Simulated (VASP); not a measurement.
# Si (I4_1/amd) in VASP: a series of runs, part 2 of 2

VASP 6.6.1. The steps go on from the part before.

## 3. Single point, PBE (strained cell)

Contents of INCAR:

```
SYSTEM = Si
PREC = Accurate
ENCUT = 500
EDIFF = 1E-6
ISMEAR = 0
SIGMA = 0.02
LREAL = .FALSE.
LASPH = .TRUE.
NELM = 120
ALGO = Normal
ISIF = 2
LWAVE = .FALSE.
LCHARG = .FALSE.
GGA = PE
NBANDS = 11
GGA_COMPAT = .FALSE.
```

Contents of KPOINTS:

```
Automatic mesh
0
G
  8 8 8
  0 0 0
```

Contents of POSCAR:

```
Si
1.0
    0.0000000000      2.7898653532      2.6943976892
    2.7898653532      0.0000000000      2.6943976892
    2.7898653532      2.7898653532      0.0000000000
Si
2
Direct
    0.0000000000      0.0000000000      0.0000000000
    0.2500000000      0.2500000000      0.2500000000
```

Potentials or basis: VASP PAW PBE potentials, release 64 (Si).

The run is started by

```sh
$ cat potpaw_PBE.64/Si/POTCAR > POTCAR
$ mpirun -np 1 vasp_std > vasp.out
```

OUTCAR:

```text
SYSTEM = Si
   PREC = Accurate
   ENCUT = 500
   EDIFF = 1E-6
   ISMEAR = 0
   LREAL = .FALSE.
   LASPH = .TRUE.
   NELM = 120
   ISIF = 2
   GGA = PE

 ion  position               nearest neighbor table
   1  0.000  0.000  0.000-   2 2.39   2 2.39   2 2.39   2 2.39
   2  0.250  0.250  0.250-   1 2.39   1 2.39   1 2.39   1 2.39

  LATTYP: Found a body centered tetragonal cell.
 ALAT       =     3.9454654197
 C/A-ratio  =     1.3658199490

  Lattice vectors:

 A1 = (   0.0000000000,  -2.7898653532,  -2.6943976892)
 A2 = (   0.0000000000,   2.7898653532,  -2.6943976892)
 A3 = (   2.7898653532,   0.0000000000,   2.6943976892)

Analysis of symmetry for initial positions (statically):
=====================================================================
 Subroutine PRICEL returns:
 Original cell was already a primitive cell.

 Routine SETGRP: Setting up the symmetry group for a
 body centered tetragonal supercell.

 Subroutine GETGRP returns: Found 16 space group operations
 (whereof  8 operations were pure point group operations)
 out of a pool of 16 trial point group operations.

The static configuration has the point symmetry D_2d.
 The point group associated with its full space group is D_4h.

Analysis of symmetry for dynamics (positions and initial velocities):
=====================================================================
 Subroutine PRICEL returns:
 Original cell was already a primitive cell.

 Routine SETGRP: Setting up the symmetry group for a
 body centered tetragonal supercell.

 Subroutine GETGRP returns: Found 16 space group operations
 (whereof  8 operations were pure point group operations)
 out of a pool of 16 trial point group operations.

The dynamic configuration has the point symmetry D_2d.
 The point group associated with its full space group is D_4h.

 Subroutine INISYM returns: Found 16 space group operations
 (whereof  8 operations are pure point group operations),
[... 120 lines left out ...]
   LORBIT       =      0    0 simple, 1 ext, 2 COOP (PROOUT), +10 PAW based schemes
   GGA     = PE    functional components
   LHFCALC =     F    Hartree Fock is set to
   AEXX    =    0.0000 exact exchange contribution
   IVDW    =     0    specifies the selected vdW correction
   LEPSILON=     F    determine dielectric tensor
   LRPA    =     F    only Hartree local field effects (RPA)
 non-spin polarized calculation
 Gauss-broadening in eV      SIGMA  =   0.02
  energy-cutoff  :      500.00
  volume of cell :       41.94
 maximum number of plane-waves:      1088
   NGX = 15   NGY = 15   NGZ = 15

 number of electron       8.0000000 magnetization

 Free energy of the ion-electron system (eV)
  ---------------------------------------------------
  ext. energy  EPLUGINS =         0.00000000
  ---------------------------------------------------
  free energy    TOTEN  =       -10.82909460 eV

  energy without entropy =      -10.82909460  energy(sigma->0) =      -10.82909460

 E-fermi :   5.6946     XC(G=0):  -9.2292

 val. band max:        5.5237643298   @ k =   0.0000   0.0000   0.0000
 cond. band min:       5.8546989171   @ k =   0.3750   0.3750   0.0000
 fundamental gap:      0.3309345872
 Fermi energy:         5.6945704591

 k-point     1 :       0.0000    0.0000    0.0000
  band No.  band energies     occupation
      1      -6.2756      2.00000
      2       5.2931      2.00000
      3       5.2931      2.00000
      4       5.5238      2.00000
      5       7.8318      0.00000
      6       7.9635      0.00000
      7       7.9635      0.00000
      8       8.2012      0.00000
      9      12.7640      0.00000
     10      13.1481      0.00000
     11      13.3514      0.00000
[... 309 lines left out ...]
 k-point    24 :       0.3750   -0.0000    0.1250
  band No.  band energies     occupation
      1      -4.7971      2.00000
      2       0.2117      2.00000
      3       3.5088      2.00000
      4       3.9430      2.00000
      5       7.6250      0.00000
      6       8.7902      0.00000
      7       9.8606      0.00000
      8      10.8567      0.00000
      9      14.4053      0.00000
     10      14.5512      0.00000
     11      15.0312      0.00000

 [... further k-points ...]

------------------------ aborting loop because EDIFF is reached ----------------------------------------

  FORCE on cell =-STRESS in cart. coord.  units (eV):
  Direction    XX          YY          ZZ          XY          YZ          ZX
  --------------------------------------------------------------------------------------
  -------------------------------------------------------------------------------------
  Total       -0.8452541     -0.8452541     -0.0172613      0.0000000      0.0000000      0.0000000
  in kB      -32.2878910    -32.2878910     -0.6593642      0.0000000      0.0000000      0.0000000
  external PRESSURE =     -21.7450487 kB  Pullay stress =       0.0000000 kB

 VOLUME and BASIS-vectors are now :
 -----------------------------------------------------------------------------
  energy-cutoff  :      500.00
  volume of cell :       41.94
      direct lattice vectors                 reciprocal lattice vectors
     0.000000000  2.789865353  2.694397689    -0.179220119  0.179220119  0.185570230
     2.789865353  0.000000000  2.694397689     0.179220119 -0.179220119  0.185570230
     2.789865353  2.789865353  0.000000000     0.179220119  0.179220119 -0.185570230

 POSITION                                       TOTAL-FORCE (eV/Angst)
 -----------------------------------------------------------------------------------
      0.00000      0.00000      0.00000         0.000000      0.000000      0.000000
      1.39493      1.39493      1.34720        -0.000000     -0.000000      0.000000
 -----------------------------------------------------------------------------------
    total drift:                                0.000000      0.000000     -0.000000

  FREE ENERGIE OF THE ION-ELECTRON SYSTEM (eV)
  ---------------------------------------------------
  free  energy   TOTEN  =       -10.8290945991 eV

  energy  without entropy=      -10.8290945991  energy(sigma->0) =      -10.82909460
```

OSZICAR:

```text
N       E                     dE             d eps       ncg     rms          rms(c)
DAV:   1     0.595882394543E+01    0.59588E+01   -0.30732E+03  1298   0.540E+02
DAV:   2    -0.104684759176E+02   -0.16427E+02   -0.15620E+02  1724   0.814E+01
DAV:   3    -0.109799537993E+02   -0.51148E+00   -0.51055E+00  1669   0.122E+01
DAV:   4    -0.109838570522E+02   -0.39033E-02   -0.39027E-02  1535   0.134E+00
DAV:   5    -0.109839004048E+02   -0.43353E-04   -0.43352E-04  1688   0.133E-01    0.459E+00
DAV:   6    -0.108777839370E+02    0.10612E+00   -0.57894E-02  1462   0.991E-01    0.279E+00
DAV:   7    -0.108275449570E+02    0.50239E-01   -0.11623E-01  1486   0.152E+00    0.151E-01
DAV:   8    -0.108288475363E+02   -0.13026E-02   -0.54364E-03  1478   0.392E-01    0.775E-02
DAV:   9    -0.108290711266E+02   -0.22359E-03   -0.22296E-04  1602   0.889E-02    0.558E-02
DAV:  10    -0.108290936676E+02   -0.22541E-04   -0.19039E-05  1553   0.254E-02    0.438E-03
DAV:  11    -0.108290945991E+02   -0.93152E-06   -0.21181E-06  1605   0.751E-03
   1 F= -.10829095E+02 E0= -.10829095E+02  d E =-.637898E-32
```

It took 26 s on 1 thread of Intel Xeon 8259CL, shared host; peak memory 0.16 GiB.

What came out:

| Quantity | Value |
| --- | --- |
| Free energy | -10.8291 eV |
| Pressure | -2.2 GPa |
| Band gap on the k mesh | 0.33 eV, indirect (least direct gap 2.31 eV) |

Stress tensor (GPa, compression positive):
```
-3.23  0.00  0.00
 0.00 -3.23  0.00
 0.00  0.00 -0.07
```

Caveat: the cell differs from its parent crystal (strained cell). A k mesh can miss the band edges.

## 4. Single point, PBE

Contents of INCAR:

```
SYSTEM = Si
PREC = Accurate ; ENCUT = 500
EDIFF = 1E-6 ; ISMEAR = 0
SIGMA = 0.01 ; LREAL = .False.
LASPH = .True. ; NELM = 120
ALGO = Normal ; ISIF = 2
LWAVE = .False. ; LCHARG = .False.
GGA = PE ; NBANDS = 11
GGA_COMPAT = .False.
```

Contents of KPOINTS:

```
regular mesh
0
Gamma
  8 8 8
  0 0 0
```

POSCAR is that of step 3.

Potentials or basis: VASP PAW PBE potentials, release 64 (Si).

The run is started by

```sh
$ cat potpaw_PBE.64/Si/POTCAR > POTCAR
$ mpirun -np 1 vasp_std > vasp.out
```

OUTCAR:

```text
SYSTEM = Si
   PREC = Accurate
   ENCUT = 500
   EDIFF = 1E-6
   ISMEAR = 0
   LREAL = .False.
   LASPH = .True.
   NELM = 120
   ISIF = 2
   GGA = PE

 ion  position               nearest neighbor table
   1  0.000  0.000  0.000-   2 2.39   2 2.39   2 2.39   2 2.39
   2  0.250  0.250  0.250-   1 2.39   1 2.39   1 2.39   1 2.39

  LATTYP: Found a body centered tetragonal cell.
 ALAT       =     3.9454654197
 C/A-ratio  =     1.3658199490

  Lattice vectors:

 A1 = (   0.0000000000,  -2.7898653532,  -2.6943976892)
 A2 = (   0.0000000000,   2.7898653532,  -2.6943976892)
 A3 = (   2.7898653532,   0.0000000000,   2.6943976892)

Analysis of symmetry for initial positions (statically):
=====================================================================
 Subroutine PRICEL returns:
 Original cell was already a primitive cell.

 Routine SETGRP: Setting up the symmetry group for a
 body centered tetragonal supercell.

 Subroutine GETGRP returns: Found 16 space group operations
 (whereof  8 operations were pure point group operations)
 out of a pool of 16 trial point group operations.

The static configuration has the point symmetry D_2d.
[... 174 lines left out ...]
      3       5.2931      2.00000
      4       5.5238      2.00000
      5       7.8318      0.00000
      6       7.9635      0.00000
      7       7.9635      0.00000
      8       8.2012      0.00000
      9      12.7640      0.00000
     10      13.1481      0.00000
     11      13.3514      0.00000
[... 309 lines left out ...]
 k-point    24 :       0.3750   -0.0000    0.1250
  band No.  band energies     occupation
      1      -4.7971      2.00000
      2       0.2117      2.00000
      3       3.5088      2.00000
      4       3.9430      2.00000
      5       7.6250      0.00000
      6       8.7902      0.00000
      7       9.8606      0.00000
      8      10.8567      0.00000
      9      14.4053      0.00000
     10      14.5512      0.00000
     11      15.0312      0.00000

 [... further k-points ...]

------------------------ aborting loop because EDIFF is reached ----------------------------------------

  FORCE on cell =-STRESS in cart. coord.  units (eV):
  Direction    XX          YY          ZZ          XY          YZ          ZX
  --------------------------------------------------------------------------------------
  -------------------------------------------------------------------------------------
  Total       -0.8452541     -0.8452541     -0.0172613      0.0000000      0.0000000      0.0000000
  in kB      -32.2878910    -32.2878910     -0.6593642      0.0000000      0.0000000      0.0000000
  external PRESSURE =     -21.7450487 kB  Pullay stress =       0.0000000 kB

 VOLUME and BASIS-vectors are now :
 -----------------------------------------------------------------------------
  energy-cutoff  :      500.00
  volume of cell :       41.94
      direct lattice vectors                 reciprocal lattice vectors
     0.000000000  2.789865353  2.694397689    -0.179220119  0.179220119  0.185570230
     2.789865353  0.000000000  2.694397689     0.179220119 -0.179220119  0.185570230
     2.789865353  2.789865353  0.000000000     0.179220119  0.179220119 -0.185570230

 POSITION                                       TOTAL-FORCE (eV/Angst)
 -----------------------------------------------------------------------------------
      0.00000      0.00000      0.00000         0.000000      0.000000      0.000000
      1.39493      1.39493      1.34720        -0.000000     -0.000000      0.000000
 -----------------------------------------------------------------------------------
    total drift:                                0.000000      0.000000     -0.000000

  FREE ENERGIE OF THE ION-ELECTRON SYSTEM (eV)
  ---------------------------------------------------
  free  energy   TOTEN  =       -10.8290945991 eV

  energy  without entropy=      -10.8290945991  energy(sigma->0) =      -10.82909460
```

Wall time 32 s (1 thread of Intel Xeon 8259CL, shared host); peak memory 0.16 GiB.

Results:

| Quantity | Value |
| --- | --- |
| Free energy | -10.8291 eV |
| Pressure | -2.2 GPa |
| Band gap on the k mesh | 0.33 eV, indirect (least direct gap 2.31 eV) |
